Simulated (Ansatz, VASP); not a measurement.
# Cd: VASP beside Ansatz

The input INCAR:

```
SYSTEM = Cd
ALGO     = Normal         ! electronic algorithm
EDIFF    = 1E-6           ! SCF threshold, eV
EDIFFG   = -0.01          ! ionic threshold
ENCUT    = 600            ! plane-wave cutoff, eV
GGA      = PS             ! functional
IBRION   = 2              ! ionic algorithm
ISIF     = 3              ! what is computed and relaxed
ISMEAR   = -1             ! smearing method
LASPH    = .TRUE.         ! aspherical terms in the spheres
LCHARG   = .FALSE.        ! write CHGCAR
LREAL    = .FALSE.        ! projectors in reciprocal space
LWAVE    = .FALSE.        ! write WAVECAR
NELM     = 100            ! most SCF steps
NSW      = 80             ! ionic steps
PREC     = Accurate       ! precision mode
SIGMA    = 0.1            ! smearing width, eV
```

KPOINTS

```
k-points
0
G
  5 5 5
  0 0 0
```

POSCAR

```
Cd
1.0
    5.5686472891      0.0000000000      0.0000000000
    0.0000000000      5.5686472891      0.0000000000
    0.0000000000      0.0000000000      5.5686472891
Cd
8
Direct
    0.0000000000      0.0000000000      0.0000000000
    0.5000000000      0.5000000000      0.5000000000
    0.2500000000      0.0000000000      0.5000000000
    0.7500000000      0.0000000000      0.5000000000
    0.5000000000      0.2500000000      0.0000000000
    0.5000000000      0.7500000000      0.0000000000
    0.0000000000      0.5000000000      0.2500000000
    0.0000000000      0.5000000000      0.7500000000
```

Input for Ansatz:

```yaml
crystal:
  lattice:
    - [5.5686472891, 0.0, 0.0]
    - [0.0, 5.5686472891, 0.0]
    - [0.0, 0.0, 5.5686472891]
  atoms:
    - { symbol: Cd, position: [0.0, 0.0, 0.0] }
    - { symbol: Cd, position: [0.5, 0.5, 0.5] }
    - { symbol: Cd, position: [0.25, 0.0, 0.5] }
    - { symbol: Cd, position: [0.75, 0.0, 0.5] }
    - { symbol: Cd, position: [0.5, 0.25, 0.0] }
    - { symbol: Cd, position: [0.5, 0.75, 0.0] }
    - { symbol: Cd, position: [0.0, 0.5, 0.25] }
    - { symbol: Cd, position: [0.0, 0.5, 0.75] }
hamiltonian:
  xc: pbesol
  pseudopotentials:
    kind: paw
    azcp:
      Cd: "pseudopotentials/Cd.paw.azcp"
basis:
  ecutwfc: 420
  fft_grid_basis: typed
kpoints:
  mp_grid: { grid: [5, 5, 5], shift: [0, 0, 0] }
magnetization:
  spin_polarized: false
scf:
  occupations: { method: fermi_dirac, width: 0.1 }
relax:
  max_steps: 60
  f_tol: 0.01
  cell: {}
```

Alike in both runs: task relaxation of cell and atoms; functional PBEsol; k mesh 5 × 5 × 5; occupations fermi-dirac, width 0.1 eV; no spin polarisation.

|  | VASP | Ansatz |
| --- | --- | --- |
| version | VASP 6.6.1 | Ansatz 0.2.0 |
| potentials or method | VASP PAW PBE potentials, release 64 (Cd), cutoff 600 eV | plane waves (420 eV) with PAW, scalar-relativistic |
| valence electrons in the cell | 96 | 160 |

|  | VASP | Ansatz | Ansatz less VASP |
| --- | --- | --- | --- |
| relaxed volume (Å³/atom) | 21.31 | 21.24 | -0.075 |
| relaxed length of the cell vector where the two differ most in proportion (Å) | 5.545 | 5.539 | -0.0065 |

VASP's potentials were made for PBE, not for PBEsol, and Ansatz warns of the same on its side. VASP's potentials hold 96 valence electrons a cell and Ansatz's 160, so a difference there can come from the potentials and not from the codes.
